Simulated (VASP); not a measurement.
# Al2GaP3 in VASP: further runs, part 2 of 2

VASP 6.6.1. Earlier steps stand in the parts before.

## (5) Single point, PBE

Input file INCAR:

```
SYSTEM = Al2GaP3
ALGO = Normal
EDIFF = 1E-6
ENCUT = 520
GGA = PE
ISIF = 2
ISMEAR = 0
LASPH = .True.
LCHARG = .True.
LELF = .True.
LREAL = .False.
LVHAR = .True.
LWAVE = .False.
NBANDS = 46
NELM = 60
PREC = Accurate
SIGMA = 0.02
```

Input file KPOINTS:

```
k-points
0
Gamma
  6 6 4
  0 0 0
```

Input file POSCAR:

```
Al2GaP3
1.0
    6.7305890252      0.0000000000      0.0000000000
   -3.3652945126      5.8288610782      0.0000000000
    0.0000000000      0.0000000000      6.3887221000
Al Ga P
4 2 6
Direct
    0.0000000000      0.0000000000      0.0003880000
    0.6667410000      0.6667410000      0.4996800000
    0.3332590000      0.0000000000      0.4996800000
    0.0000000000      0.3332590000      0.4996800000
    0.3333333333      0.6666666667      0.0009550000
    0.6666666667      0.3333333333      0.0009550000
    0.3333333333      0.6666666667      0.3758420000
    0.0000000000      0.0000000000      0.3744660000
    0.6666666667      0.3333333333      0.3758420000
    0.6670770000      0.6670770000      0.8741710000
    0.3329230000      0.0000000000      0.8741710000
    0.0000000000      0.3329230000      0.8741710000
```

Potentials or basis: VASP PAW PBE potentials, release 64 (Al, Ga_d, P).

Command:

```console
cat potpaw_PBE.64/Al/POTCAR potpaw_PBE.64/Ga_d/POTCAR potpaw_PBE.64/P/POTCAR > POTCAR
mpirun -np 1 vasp_std > vasp.out
```

OUTCAR:

```text
SYSTEM = Al2GaP3
   EDIFF = 1E-6
   ENCUT = 520
   GGA = PE
   ISIF = 2
   ISMEAR = 0
   LASPH = .True.
   LREAL = .False.
   NELM = 60
   PREC = Accurate

 ion  position               nearest neighbor table
   1  0.000  0.000  0.000-  10 2.38  12 2.38  11 2.38   8 2.39
   2  0.667  0.667  0.500-   9 2.38   7 2.38   8 2.38  10 2.39
   3  0.333  0.000  0.500-   7 2.38   9 2.38   8 2.38  11 2.39
   4  0.000  0.333  0.500-   9 2.38   7 2.38   8 2.38  12 2.39
   5  0.333  0.667  0.001-  11 2.39  12 2.39  10 2.39   7 2.40
   6  0.667  0.333  0.001-  12 2.39  11 2.39  10 2.39   9 2.40
   7  0.333  0.667  0.376-   3 2.38   4 2.38   2 2.38   5 2.40
   8  0.000  0.000  0.374-   2 2.38   4 2.38   3 2.38   1 2.39
   9  0.667  0.333  0.376-   4 2.38   3 2.38   2 2.38   6 2.40
  10  0.667  0.667  0.874-   1 2.38   6 2.39   5 2.39   2 2.39
  11  0.333  0.000  0.874-   1 2.38   5 2.39   6 2.39   3 2.39
  12  0.000  0.333  0.874-   1 2.38   6 2.39   5 2.39   4 2.39

  LATTYP: Found a hexagonal cell.
 ALAT       =     6.7305890252
 C/A-ratio  =     0.9492069826

  Lattice vectors:

 A1 = (   6.7305890252,   0.0000000000,   0.0000000000)
 A2 = (  -3.3652945126,   5.8288610782,   0.0000000000)
 A3 = (   0.0000000000,   0.0000000000,   6.3887221000)

Analysis of symmetry for initial positions (statically):
=====================================================================
 Subroutine PRICEL returns:
 Original cell was already a primitive cell.

 Routine SETGRP: Setting up the symmetry group for a
 hexagonal supercell.

 Subroutine GETGRP returns: Found  6 space group operations
 (whereof  6 operations were pure point group operations)
 out of a pool of 24 trial point group operations.

The static configuration has the point symmetry C_3v.

Analysis of symmetry for dynamics (positions and initial velocities):
=====================================================================
 Subroutine PRICEL returns:
 Original cell was already a primitive cell.

 Routine SETGRP: Setting up the symmetry group for a
 hexagonal supercell.

 Subroutine GETGRP returns: Found  6 space group operations
 (whereof  6 operations were pure point group operations)
 out of a pool of 24 trial point group operations.

The dynamic configuration has the point symmetry C_3v.

 Subroutine INISYM returns: Found  6 space group operations
 (whereof  6 operations are pure point group operations),
 and found     1 'primitive' translations

----------------------------------------------------------------------------------------

                                     Primitive cell

  volume of cell :     250.6402

  direct lattice vectors                    reciprocal lattice vectors
     6.730589025  0.000000000  0.000000000     0.148575406  0.085780051  0.000000000
    -3.365294513  5.828861078  0.000000000     0.000000000  0.171560102  0.000000000
     0.000000000  0.000000000  6.388722100     0.000000000  0.000000000  0.156525825

  length of vectors
     6.730589025  6.730589025  6.388722100     0.171560102  0.171560102  0.156525825

  position of ions in fractional coordinates (direct lattice)
     0.000000000  0.000000000  0.000388000
     0.666741000  0.666741000  0.499680000
     0.333259000  0.000000000  0.499680000
     0.000000000  0.333259000  0.499680000
     0.333333333  0.666666667  0.000955000
     0.666666667  0.333333333  0.000955000
     0.333333333  0.666666667  0.375842000
[... 77 lines left out ...]
   dimension x,y,z NGXF=   100 NGYF=  100 NGZF=   96
   ions per type =               4   2   6
   NGX,Y,Z   is equivalent  to a cutoff of  12.35, 12.35, 12.49 a.u.
   NGXF,Y,Z  is equivalent  to a cutoff of  24.70, 24.70, 24.98 a.u.
 SYSTEM =  Al2GaP3
   PREC   = accura    normal or accurate (medium, high low for compatibility)
   ISTART =      0    job   : 0-new  1-cont  2-samecut
   ICHARG =      2    charge: 1-file 2-atom 10-const
   ISPIN  =      1    spin polarized calculation?
   LNONCOLLINEAR =      F non collinear calculations
   LSORBIT =      F    spin-orbit coupling
   LASPH  =      T    aspherical Exc in radial PAW
   ENCUT  =  520.0 eV  38.22 Ry    6.18 a.u.  12.51 12.51 11.88*2*pi/ulx,y,z
   NELM   =     60;   NELMIN=  2; NELMDL= -5     # of ELM steps
   EDIFF  = 0.1E-05   stopping-criterion for ELM
   LREAL  =      F    real-space projection
   EDIFFG = 0.1E-04   stopping-criterion for IOM
   NSW    =      0    number of steps for IOM
   IBRION =     -1    ionic relax: 0-MD 1-quasi-New 2-CG
   NFREE  =      0    steps in history (QN), initial steepest desc. (CG)
   ISIF   =      2    stress and relaxation
   ISYM   =      2    0-nonsym 1-usesym 2-fastsym
   POTIM  = 0.5000    time-step for ionic-motion
   TEBEG  =    0.0;   TEEND  =   0.0 temperature during run
   PSTRESS=    0.0 pullay stress
   NELECT =      68.0000    total number of electrons
   NUPDOWN=      -1.0000    fix difference up-down
   EMIN   =  10.00;   EMAX   =-10.00  energy-range for DOS
   EFERMI =   0.00;   METHOD = LEGACY
   ISMEAR =     0;   SIGMA  =   0.02  broadening in eV -4-tet -1-fermi 0-gaus
   EFERMI_NEDOS =   21; number of points for ismear=-14 and -15
   IALGO  =     38    algorithm
   IMIX   =      4    mixing-type and parameters
     AMIX     =   0.40;   BMIX     =  1.00
     AMIX_MAG =   1.60;   BMIX_MAG =  1.00
  volume/ion in A,a.u.               =      20.89       140.95
  Fermi-wavevector in a.u.,A,eV,Ry     =   1.059809  2.002748 15.281993  1.123195
  Thomas-Fermi vector in A             =   2.195168
   LORBIT       =      0    0 simple, 1 ext, 2 COOP (PROOUT), +10 PAW based schemes
   GGA     = PE    functional components
   LHFCALC =     F    Hartree Fock is set to
   AEXX    =    0.0000 exact exchange contribution
   IVDW    =     0    specifies the selected vdW correction
   LEPSILON=     F    determine dielectric tensor
   LRPA    =     F    only Hartree local field effects (RPA)
 non-spin polarized calculation
 Gauss-broadening in eV      SIGMA  =   0.02
  energy-cutoff  :      520.00
  volume of cell :      250.64
 maximum number of plane-waves:      6792
   NGX = 25   NGY = 25   NGZ = 23

 number of electron      68.0000011 magnetization

 Free energy of the ion-electron system (eV)
  ---------------------------------------------------
  ext. energy  EPLUGINS =         0.00000000
  ---------------------------------------------------
  free energy    TOTEN  =       -59.67073042 eV

  energy without entropy =      -59.67073042  energy(sigma->0) =      -59.67073042

 E-fermi :   4.5821     XC(G=0):  -9.2960

 val. band max:        4.4401522816   @ k =   0.0000   0.0000   0.0000
 cond. band min:       6.1472351920   @ k =   0.3333   0.3333   0.2500
 fundamental gap:      1.7070829104
 Fermi energy:         4.5820937138

 k-point     1 :       0.0000    0.0000    0.0000
  band No.  band energies     occupation
      1      -9.9249      2.00000
      2      -9.9249      2.00000
      3      -9.9127      2.00000
      4      -9.8800      2.00000
      5      -9.8698      2.00000
      6      -9.8698      2.00000
[... 1165 lines left out ...]
     45       8.5129      0.00000
     46       8.7253      0.00000

------------------------ aborting loop because EDIFF is reached ----------------------------------------

  FORCE on cell =-STRESS in cart. coord.  units (eV):
  Direction    XX          YY          ZZ          XY          YZ          ZX
  --------------------------------------------------------------------------------------
  -------------------------------------------------------------------------------------
  Total       -0.1028523     -0.1028523     -0.0962016      0.0000000      0.0000000      0.0000000
  in kB       -0.6574668     -0.6574668     -0.6149535      0.0000000      0.0000000      0.0000000
  external PRESSURE =      -0.6432957 kB  Pullay stress =       0.0000000 kB

 VOLUME and BASIS-vectors are now :
 -----------------------------------------------------------------------------
  energy-cutoff  :      520.00
  volume of cell :      250.64
      direct lattice vectors                 reciprocal lattice vectors
     6.730589025  0.000000000  0.000000000     0.148575406  0.085780051  0.000000000
    -3.365294513  5.828861078  0.000000000     0.000000000  0.171560102  0.000000000
     0.000000000  0.000000000  6.388722100     0.000000000  0.000000000  0.156525825

 POSITION                                       TOTAL-FORCE (eV/Angst)
 -----------------------------------------------------------------------------------
      0.00000      0.00000      0.00248         0.000000      0.000000      0.001882
      2.24378      3.88634      3.19232         0.000152      0.000263     -0.000643
      2.24303      0.00000      3.19232        -0.000304      0.000000     -0.000643
     -1.12151      1.94252      3.19232         0.000152     -0.000263     -0.000643
     -0.00000      3.88591      0.00610         0.000000      0.000000     -0.000322
      3.36529      1.94295      0.00610         0.000000      0.000000     -0.000322
     -0.00000      3.88591      2.40115         0.000000      0.000000      0.005324
      0.00000      0.00000      2.39236         0.000000      0.000000     -0.000618
      3.36529      1.94295      2.40115         0.000000      0.000000      0.005324
      2.24491      3.88830      5.58484         0.002556      0.004427     -0.003113
      2.24077      0.00000      5.58484        -0.005112      0.000000     -0.003113
     -1.12038      1.94056      5.58484         0.002556     -0.004427     -0.003113
 -----------------------------------------------------------------------------------
    total drift:                               -0.000002     -0.000003     -0.000652

  FREE ENERGIE OF THE ION-ELECTRON SYSTEM (eV)
  ---------------------------------------------------
  free  energy   TOTEN  =       -59.6707304165 eV

  energy  without entropy=      -59.6707304165  energy(sigma->0) =      -59.67073042
```

Run time: 3 min. Hardware: 1 thread of Intel Xeon 6975P-C (Granite Rapids), shared host; peak memory 0.47 GiB.

Results:

```
Free energy            : -59.6707 eV
Pressure               : -0.1 GPa
Largest force          : 0.006 eV/Å
Band gap on the k mesh : 1.71 eV, indirect (least direct gap 1.84 eV)
```

Forces in eV/Å, atoms in the order of the input:
```
Al   0.000  0.000  0.002
Al   0.000  0.000 -0.001
Al   0.000  0.000 -0.001
Al   0.000  0.000 -0.001
Ga   0.000  0.000  0.000
Ga   0.000  0.000  0.000
P    0.000  0.000  0.005
P    0.000  0.000 -0.001
P    0.000  0.000  0.005
P    0.003  0.004 -0.003
P   -0.005  0.000 -0.003
P    0.003 -0.004 -0.003
```

## (6) Single point, PBE

Input file INCAR:

```
  PREC = Accurate
  ENCUT = 520
  EDIFF = 1E-6
  ISMEAR = 0
  SIGMA = 0.02
  LREAL = False
  LASPH = True
  NELM = 80
  ALGO = Normal
  ISIF = 2
  LWAVE = False
  LCHARG = True
  GGA = PE
  LELF = True
  LVHAR = True
  NBANDS = 46
```

Input file KPOINTS:

```
Automatic mesh
0
Gamma
  6 6 4
```

POSCAR is that of step 5.

Potentials or basis: VASP PAW PBE potentials, release 64 (Al, Ga_d, P).

Command:

```console
cat potpaw_PBE.64/Al/POTCAR potpaw_PBE.64/Ga_d/POTCAR potpaw_PBE.64/P/POTCAR > POTCAR
mpirun -np 1 vasp_std > vasp.out
```

It took 2.9 min on 1 thread of Intel Xeon 6975P-C (Granite Rapids), shared host; peak memory 0.47 GiB.

The run converged. Its results:

```yaml
Free_energy: -59.6707 eV
Pressure: -0.1 GPa
Largest_force: 0.006 eV/Å
Band_gap_on_the_k_mesh: 1.71 eV, indirect (least direct gap 1.84 eV)
```

Forces in eV/Å, atoms in the order of the input:
```
Al   0.000  0.000  0.002
Al   0.000  0.000 -0.001
Al   0.000  0.000 -0.001
Al   0.000  0.000 -0.001
Ga   0.000  0.000  0.000
Ga   0.000  0.000  0.000
P    0.000  0.000  0.005
P    0.000  0.000 -0.001
P    0.000  0.000  0.005
P    0.003  0.004 -0.003
P   -0.005  0.000 -0.003
P    0.003 -0.004 -0.003
```

Levels at points of the mesh, in eV from the valence-band top:
| k point | band 31 | band 32 | band 33 | band 34 | band 35 | band 36 | band 37 | band 38 |
| --- | --- | --- | --- | --- | --- | --- | --- | --- |
| (0.00, 0.00, 0.00) | -1.02 | -0.15 | 0.00 | 0.00 | 1.84 | 2.28 | 2.28 | 2.76 |
| (0.50, 0.00, 0.00) | -1.04 | -0.97 | -0.96 | -0.92 | 1.78 | 3.21 | 3.37 | 3.60 |
| (0.00, 0.00, 0.50) | -0.65 | -0.65 | -0.47 | -0.47 | 2.30 | 2.48 | 2.99 | 3.04 |
| (0.50, 0.00, 0.50) | -1.76 | -1.75 | -1.70 | -1.70 | 1.85 | 2.29 | 2.96 | 3.09 |

## (7) Overview

```csv
cell,k mesh,smearing,gap on the mesh (eV),pressure (GPa),largest force (eV/Å)
"a = 6.389, b = 6.731, c = 6.731 Å, angles 120.0, 90.0, 90.0°, 12 atoms",2 × 3 × 3,gaussian 0.1 eV,1.84,-0.1,0.02
"a = 6.731, b = 6.731, c = 6.389 Å, angles 90.0, 90.0, 120.0°, 12 atoms",3 × 3 × 4,gaussian 0.1 eV,1.71,-0.1,0.01
"a = 6.386, b = 6.734, c = 6.731 Å, angles 120.0, 90.0, 90.0°, 12 atoms",2 × 3 × 3,gaussian 0.1 eV,1.83,-0.1,0.01
"a = 6.731, b = 6.731, c = 6.389 Å, angles 90.0, 90.0, 120.0°, 12 atoms",6 × 6 × 4,gaussian 0.02 eV,1.71,-0.1,0.01
```

Alike in all rows: task single point; level PBE; potentials or basis VASP PAW PBE potentials, release 64 (Al, Ga_d, P); no spin polarisation; cutoff (eV) 520.

Caveats: some runs use coarse meshes.

Absolute energies hang on the potentials; compare differences alone.
